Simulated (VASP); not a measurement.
# Hf3N4 (I-43d) in VASP: a series of runs

The runs below take Hf3N4 through relaxation of the atoms, single point, with PBE.

All numbers are computed with VASP 6.6.1; they aren't measurements. Logs are shortened: lines on timing, memory, paths and dates and some standing lists are left out, and cuts for length are marked.

## 1. The cell of the first run

Symmetry: I-43d, No. 220, cubic system. The conventional cell has a = 6.597 Å, b = 6.597 Å, c = 6.597 Å, α = 90.00°, β = 90.00°, γ = 90.00°. Hf (site symmetry -4) has 8 N at 2.19 to 2.39 Å within 2.9 Å. N (site symmetry 3) has 6 Hf at 2.19 to 2.39 Å and 5 N at 2.55 to 2.86 Å within 2.9 Å.

## 2. Relaxation of the atoms, PBE (10.25 Å³/atom)

Input file INCAR:

```
PREC = Accurate ; ENCUT = 520
EDIFF = 1E-7 ; ISMEAR = 0
SIGMA = 0.02 ; LREAL = F
LASPH = T ; NELM = 120
ALGO = Normal ; ISIF = 2
LWAVE = F ; LCHARG = F
GGA = PE ; IBRION = 2
NSW = 50 ; EDIFFG = -0.01
GGA_COMPAT = F ; NELMIN = 4
KPAR = 4
```

Input file KPOINTS:

```
Automatic mesh
0
Gamma
  6 6 6
```

Input file POSCAR:

```
Hf3N4
1.0
   -3.2984061774      3.2984061774      3.2984061774
    3.2984061774     -3.2984061774      3.2984061774
    3.2984061774      3.2984061774     -3.2984061774
Hf N
6 8
Direct
    0.2500000000      0.6250000000      0.3750000000
    0.3750000000      0.2500000000      0.6250000000
    0.7500000000      0.8750000000      0.1250000000
    0.1250000000      0.7500000000      0.8750000000
    0.6250000000      0.3750000000      0.2500000000
    0.8750000000      0.1250000000      0.7500000000
    0.1385471643      0.1385471643      0.1385471643
    0.8614528357      0.5000000000      0.0000000000
    0.5000000000      0.0000000000      0.3614528357
    0.0000000000      0.8614528357      0.5000000000
    0.3614528357      0.5000000000      0.0000000000
    0.6385471643      0.6385471643      0.6385471643
    0.0000000000      0.3614528357      0.5000000000
    0.5000000000      0.0000000000      0.8614528357
```

Potentials or basis: VASP PAW PBE potentials, release 64 (Hf_pv, N).

Run with:

```console
$ cat potpaw_PBE.64/Hf_pv/POTCAR potpaw_PBE.64/N/POTCAR > POTCAR
$ mpirun -np 4 vasp_std > vasp.out
```

OUTCAR:

```text
PREC = Accurate
   ENCUT = 520
   EDIFF = 1E-7
   ISMEAR = 0
   LREAL = F
   LASPH = T
   NELM = 120
   ISIF = 2
   GGA = PE
   IBRION = 2
   NSW = 50
   EDIFFG = -0.01
   NELMIN = 4

 ion  position               nearest neighbor table
   1  0.250  0.625  0.375-   8 2.19   9 2.19  12 2.19  13 2.19  14 2.39   7 2.39  10 2.39  11 2.39
                             4 3.09   5 3.09   6 3.09   2 3.09   2 3.09   4 3.09   6 3.09   5 3.09
   2  0.375  0.250  0.625-   9 2.19  11 2.19  10 2.19  12 2.19   8 2.39  13 2.39   7 2.39  14 2.39
                             5 3.09   6 3.09   3 3.09   5 3.09   1 3.09   1 3.09   6 3.09   3 3.09
   3  0.750  0.875  0.125-  10 2.19  14 2.19  11 2.19   7 2.19  13 2.39   8 2.39   9 2.39  12 2.39
                             5 3.09   6 3.09   2 3.09   6 3.09   4 3.09   5 3.09   2 3.09   4 3.09
   4  0.125  0.750  0.875-   7 2.19  13 2.19  14 2.19   8 2.19   9 2.39  12 2.39  10 2.39  11 2.39
                             3 3.09   6 3.09   3 3.09   5 3.09   1 3.09   1 3.09   6 3.09   5 3.09
   5  0.625  0.375  0.250-  11 2.19  13 2.19  14 2.19  12 2.19  10 2.39   9 2.39   7 2.39   8 2.39
                             2 3.09   3 3.09   1 3.09   4 3.09   1 3.09   2 3.09   3 3.09   4 3.09
   6  0.875  0.125  0.750-   8 2.19   9 2.19  10 2.19   7 2.19  11 2.39  12 2.39  13 2.39  14 2.39
                             3 3.09   4 3.09   4 3.09   1 3.09   2 3.09   3 3.09   2 3.09   1 3.09
   7  0.139  0.139  0.139-   4 2.19   3 2.19   6 2.19   2 2.39   5 2.39   1 2.39
   8  0.861  0.500  0.000-   1 2.19   6 2.19   4 2.19   2 2.39   3 2.39   5 2.39
   9  0.500  0.000  0.361-   1 2.19   2 2.19   6 2.19   4 2.39   5 2.39   3 2.39
  10  0.000  0.861  0.500-   3 2.19   6 2.19   2 2.19   5 2.39   1 2.39   4 2.39
  11  0.361  0.500  0.000-   2 2.19   5 2.19   3 2.19   6 2.39   1 2.39   4 2.39
  12  0.639  0.639  0.639-   1 2.19   2 2.19   5 2.19   4 2.39   3 2.39   6 2.39
  13  0.000  0.361  0.500-   4 2.19   5 2.19   1 2.19   2 2.39   3 2.39   6 2.39
  14  0.500  0.000  0.861-   3 2.19   4 2.19   5 2.19   1 2.39   2 2.39   6 2.39

  LATTYP: Found a body centered cubic cell.
 ALAT       =     6.5968123548

  Lattice vectors:

 A1 = (  -3.2984061774,   3.2984061774,   3.2984061774)
 A2 = (   3.2984061774,  -3.2984061774,   3.2984061774)
 A3 = (   3.2984061774,   3.2984061774,  -3.2984061774)

Analysis of symmetry for initial positions (statically):
=====================================================================
 Subroutine PRICEL returns:
 Original cell was already a primitive cell.

 Routine SETGRP: Setting up the symmetry group for a
 body centered cubic supercell.

 Subroutine GETGRP returns: Found 24 space group operations
 (whereof  3 operations were pure point group operations)
 out of a pool of 48 trial point group operations.

The static configuration has the point symmetry C_3 .
 The point group associated with its full space group is T_d .

Analysis of symmetry for dynamics (positions and initial velocities):
=====================================================================
 Subroutine PRICEL returns:
 Original cell was already a primitive cell.
[... 124 lines left out ...]
   EDIFF  = 0.1E-06   stopping-criterion for ELM
   LREAL  =      F    real-space projection
   EDIFFG = -.1E-01   stopping-criterion for IOM
   NSW    =     50    number of steps for IOM
   IBRION =      2    ionic relax: 0-MD 1-quasi-New 2-CG
   NFREE  =      1    steps in history (QN), initial steepest desc. (CG)
   ISIF   =      2    stress and relaxation
   ISYM   =      2    0-nonsym 1-usesym 2-fastsym
   POTIM  = 0.5000    time-step for ionic-motion
   TEBEG  =    0.0;   TEEND  =   0.0 temperature during run
   PSTRESS=    0.0 pullay stress
   NELECT =     100.0000    total number of electrons
   NUPDOWN=      -1.0000    fix difference up-down
   EMIN   =  10.00;   EMAX   =-10.00  energy-range for DOS
   EFERMI =   0.00;   METHOD = LEGACY
   ISMEAR =     0;   SIGMA  =   0.02  broadening in eV -4-tet -1-fermi 0-gaus
   EFERMI_NEDOS =   21; number of points for ismear=-14 and -15
   IALGO  =     38    algorithm
   IMIX   =      4    mixing-type and parameters
     AMIX     =   0.40;   BMIX     =  1.00
     AMIX_MAG =   1.60;   BMIX_MAG =  1.00
  volume/ion in A,a.u.               =      10.25        69.19
  Fermi-wavevector in a.u.,A,eV,Ry     =   1.451278  2.742518 28.656709  2.106209
  Thomas-Fermi vector in A             =   2.568794
   LORBIT       =      0    0 simple, 1 ext, 2 COOP (PROOUT), +10 PAW based schemes
   GGA     = PE    functional components
   LHFCALC =     F    Hartree Fock is set to
   AEXX    =    0.0000 exact exchange contribution
   IVDW    =     0    specifies the selected vdW correction
   LEPSILON=     F    determine dielectric tensor
   LRPA    =     F    only Hartree local field effects (RPA)
 conjugate gradient relaxation of ions
 non-spin polarized calculation
 Gauss-broadening in eV      SIGMA  =   0.02
  energy-cutoff  :      520.00
  volume of cell :      143.54
 maximum number of plane-waves:      3925
   NGX = 21   NGY = 21   NGZ = 21

--------------------------------------- Ionic step        1  -------------------------------------------

 number of electron     100.0000000 magnetization

 number of electron      99.9999991 magnetization

 Free energy of the ion-electron system (eV)
  ---------------------------------------------------
  ext. energy  EPLUGINS =         0.00000000
  ---------------------------------------------------
  free energy    TOTEN  =      -148.31123621 eV

  energy without entropy =     -148.31123621  energy(sigma->0) =     -148.31123621

------------------------ aborting loop because EDIFF is reached ----------------------------------------

  FORCE on cell =-STRESS in cart. coord.  units (eV):
  Direction    XX          YY          ZZ          XY          YZ          ZX
  --------------------------------------------------------------------------------------
  -------------------------------------------------------------------------------------
  Total       12.7971585     12.7971585     12.7971585      0.0000000      0.0000000      0.0000000
  in kB      142.8406231    142.8406231    142.8406231      0.0000000      0.0000000      0.0000000
  external PRESSURE =     142.8406231 kB  Pullay stress =       0.0000000 kB
[... 83 lines left out ...]
--------------------------------------- Ionic step        3  -------------------------------------------

 number of electron      99.9999976 magnetization

 Free energy of the ion-electron system (eV)
  ---------------------------------------------------
  ext. energy  EPLUGINS =         0.00000000
  ---------------------------------------------------
  free energy    TOTEN  =      -148.32152348 eV

  energy without entropy =     -148.32152348  energy(sigma->0) =     -148.32152348

 E-fermi :   7.2240     XC(G=0): -13.0337

 val. band max:        7.0699314351   @ k =   0.0000   0.0000   0.0000
 cond. band min:       8.2043566226   @ k =   0.0000   0.0000   0.0000
 fundamental gap:      1.1344251875
 Fermi energy:         7.2240223553

 k-point     1 :       0.0000    0.0000    0.0000
  band No.  band energies     occupation
      1     -23.4989      2.00000
      2     -23.4989      2.00000
      3     -23.4989      2.00000
      4     -23.4001      2.00000
      5     -23.4001      2.00000
      6     -23.4001      2.00000
[... 1038 lines left out ...]
  FREE ENERGIE OF THE ION-ELECTRON SYSTEM (eV)
  ---------------------------------------------------
  free  energy   TOTEN  =      -148.3215234799 eV

  energy  without entropy=     -148.3215234799  energy(sigma->0) =     -148.32152348

 reached required accuracy - stopping structural energy minimisation
```

CONTCAR:

```text
Hf3N4
   1.00000000000000
    -3.2984061774000000    3.2984061774000000    3.2984061774000000
     3.2984061774000000   -3.2984061774000000    3.2984061774000000
     3.2984061774000000    3.2984061774000000   -3.2984061774000000
  Hf              N
     6     8
Direct
     0.2500000000000000    0.6250000000000000    0.3750000000000000
[... 17 lines left out ...]
  0.00000000E+00  0.00000000E+00  0.00000000E+00
  0.00000000E+00  0.00000000E+00  0.00000000E+00
  0.00000000E+00  0.00000000E+00  0.00000000E+00
  0.00000000E+00  0.00000000E+00  0.00000000E+00
  0.00000000E+00  0.00000000E+00  0.00000000E+00
  0.00000000E+00  0.00000000E+00  0.00000000E+00
  0.00000000E+00  0.00000000E+00  0.00000000E+00
  0.00000000E+00  0.00000000E+00  0.00000000E+00
  0.00000000E+00  0.00000000E+00  0.00000000E+00
  0.00000000E+00  0.00000000E+00  0.00000000E+00
  0.00000000E+00  0.00000000E+00  0.00000000E+00
```

Run time: 3.2 min. Hardware: 4 MPI ranks of Intel Xeon Platinum 8375C at 2.90GHz (Ice Lake), shared host; peak memory 0.32 GiB.

Results:

```
Free energy               : -148.3215 eV
Energy gained by relaxing : 0.7 meV/atom
Ionic steps               : 3
Pressure after relaxing   : 13.3 GPa
Band gap on the k mesh    : 1.13 eV
```

Step by step:
```csv
step,energy change (eV),largest force (eV/Å),pressure (GPa)
1,0.0000,0.1370,14.28
2,-0.0060,0.0891,13.94
3,-0.0103,0.0014,13.35
```

Final structure:
```xyz
14
Lattice="-3.2984 3.2984 3.2984 3.2984 -3.2984 3.2984 3.2984 3.2984 -3.2984" Properties=species:S:1:pos:R:3 pbc="T T T"
Hf    2.4738    0.0000    1.6492
Hf    1.6492    2.4738    0.0000
Hf    0.8246    0.0000    4.9476
Hf    4.9476    0.8246    0.0000
Hf    0.0000    1.6492    2.4738
Hf    0.0000    4.9476    0.8246
N     0.4679    0.4679    0.4679
N    -1.1813    1.1813    4.4797
N    -0.4679    2.8305    0.4679
N     4.4797   -1.1813    1.1813
N     0.4679   -0.4679    2.8305
N     2.1171    2.1171    2.1171
N     2.8305    0.4679   -0.4679
N     1.1813    4.4797   -1.1813
```

Caveat: spin-orbit coupling is left out, which moves the levels of the heavy elements. A k mesh can miss the band edges.

(Continued in part 2 of 2.)
